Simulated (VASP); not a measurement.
The system is TiPt3.

```
Ti Pt
1.0
     3.90978    0.00000    0.00000
     0.00000    3.90978    0.00000
     0.00000    0.00000    3.90978
Ti Pt
1 3
Direct
  0.00000 0.00000 0.00000
  0.00000 0.50000 0.50000
  0.50000 0.00000 0.50000
  0.50000 0.50000 0.00000
```

- Program: VASP 6.6.1
- Task: relaxation of cell and atoms
- Functional: PBE
- Potentials or basis: VASP PAW PBE potentials, release 64 (Ti_sv, Pt)
- Cutoff: 600 eV
- k mesh: 6 × 6 × 6
- Occupations: fermi-dirac, width 0.1 eV
- Spin: no spin polarisation

At the start: pressure 7.0 GPa; volume 14.94 Å³/atom.

Question: How do energy, volume and symmetry change on relaxing?

Answer: Over 4 steps the energy falls by 9.0 meV/atom and the volume is 15.36 Å³/atom (+2.8 %); space group Pm-3m (No. 221, to 0.05 Å).

Step by step:
| step | energy change (eV) | largest force (eV/Å) | pressure (GPa) | volume (Å³) |
| --- | --- | --- | --- | --- |
| 1 | 0.0000 | 0.0000 | 7.03 | 59.77 |
| 2 | 0.1470 | 0.0000 | -13.11 | 65.62 |
| 3 | -0.0358 | 0.0000 | -0.15 | 61.49 |
| 4 | -0.0358 | 0.0000 | -0.02 | 61.45 |

Final structure:
```
CELL_PARAMETERS angstrom
3.94616 0.00000 0.00000
0.00000 3.94616 0.00000
0.00000 0.00000 3.94616
ATOMIC_POSITIONS crystal
Ti 0.00000 0.00000 0.00000
Pt 0.00000 0.50000 0.50000
Pt 0.50000 0.00000 0.50000
Pt 0.50000 0.50000 0.00000
```
